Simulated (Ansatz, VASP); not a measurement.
**Hg: VASP beside Ansatz**

Contents of INCAR:

```
ALGO = Normal
EDIFF = 1E-6
ENCUT = 520
GGA = PE
ISIF = 2
ISMEAR = -1
LASPH = T
LCHARG = F
LREAL = F
LWAVE = F
NBANDS = 19
NELM = 60
PREC = Accurate
SIGMA = 0.05
```

The input KPOINTS:

```
k-points
0
Gamma
  9 5 9
```

Contents of POSCAR:

```
Hg
1.0
    3.3436242300      0.0000000000      0.0000000000
    0.0000000000      5.3868685564      0.0000000000
   -1.6651541447      0.0000000000      2.9623914889
Hg
2
Direct
    0.3484403100      0.7500000000      0.1957718400
    0.6515596900      0.2500000000      0.8042281600
```

The input input.yaml:

```yaml
crystal:
  lattice:
    - [3.34362423, 0.0, 0.0]
    - [0.0, 5.3868685564, 0.0]
    - [-1.6651541447, 0.0, 2.9623914889]
  atoms:
    - { symbol: Hg, position: [0.34844031, 0.75, 0.19577184] }
    - { symbol: Hg, position: [0.65155969, 0.25, 0.80422816] }
hamiltonian:
  xc: pbe
  pseudopotentials: { kind: paw }
kpoints:
  mp_grid: { grid: [9, 5, 9] }
scf:
  occupations: { method: fermi_dirac, width: 0.05 }
output:
  forces: true
  stress: true
  eigenvalues: true
  write_density: true
  write_potential: true
  elf: true
  volumetric_format: npy
```

Alike in both runs: task single point; functional PBE; k mesh 9 × 5 × 9; occupations fermi-dirac, width 0.05 eV; no spin polarisation.

|  | VASP | Ansatz |
| --- | --- | --- |
| version | VASP 6.6.1 | Ansatz 0.2.0 |
| potentials or method | VASP PAW PBE potentials, release 64 (Hg) | Ansatz PAW |
| plane-wave cutoff (eV) | 520 | 420 |
| valence electrons in the cell | 24 | 40 |

```tsv
	VASP	Ansatz	Ansatz less VASP
gap on the k mesh at the Fermi level (eV)	none	none	-
pressure (GPa)	1.9	1.7	-0.15
traceless stress, the component that is largest in VASP (GPa)	0.46	0.44	-0.015
rms of the force components (eV/Å)	0.005	0.004	-0.0014
```

Atom by atom the forces differ by 0.001 eV/Å (rms over components). A gap of «none» marks a metal or a gap that the smearing closes. VASP's potentials hold 24 valence electrons a cell and Ansatz's 40, so a difference there can come from the potentials and not from the codes.

Neither program's run includes spin-orbit coupling.
